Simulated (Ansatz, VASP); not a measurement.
# PtSe2: VASP beside Ansatz

```
Pt Se
1.0
     1.82050    1.05106    5.48450
    -1.82050    1.05106    5.48450
     0.00000   -2.10213    5.48450
Pt Se
1 2
Direct
  0.99924 0.99924 0.99924
  0.42198 0.42198 0.42198
  0.24545 0.24545 0.24545
```

Alike in both runs: task single point; functional PBE-based screened hybrid with a share of 0.1 of exact exchange and HFSCREEN = 0.5; k mesh 4 × 4 × 4; occupations fermi-dirac, width 0.02 eV; no spin polarisation.

|  | VASP | Ansatz |
| --- | --- | --- |
| version | VASP 6.6.1 | Ansatz 0.2.0 |
| potentials or method | VASP PAW PBE potentials, release 64 (Pt, Se) | plane waves |
| plane-wave cutoff (eV) | 400 | 420 |
| valence electrons in the cell | 22 | 50 |

VASP gave:

* pressure (GPa): 2.2
* traceless stress, the component that is largest in VASP (GPa): 0.52
* rms of the force components (eV/Å): 0.077

Question: Estimate Ansatz's values.

Answer: Pressure (GPa): 2.3; traceless stress, the component that is largest in VASP (GPa): 0.54; rms of the force components (eV/Å): 0.076.

VASP's potentials were made for PBE, not for PBE-based screened hybrid. Atom by atom the forces differ by 0.001 eV/Å (rms over components). VASP's potentials hold 22 valence electrons a cell and Ansatz's 50, so a difference there can come from the potentials and not from the codes. Ansatz's warnings: filled band counts differ across k points, stress exchange threshold loose, stress scf threshold loose.

The k mesh is coarse, so the values compare programs but aren't converged. Neither program's run includes spin-orbit coupling.
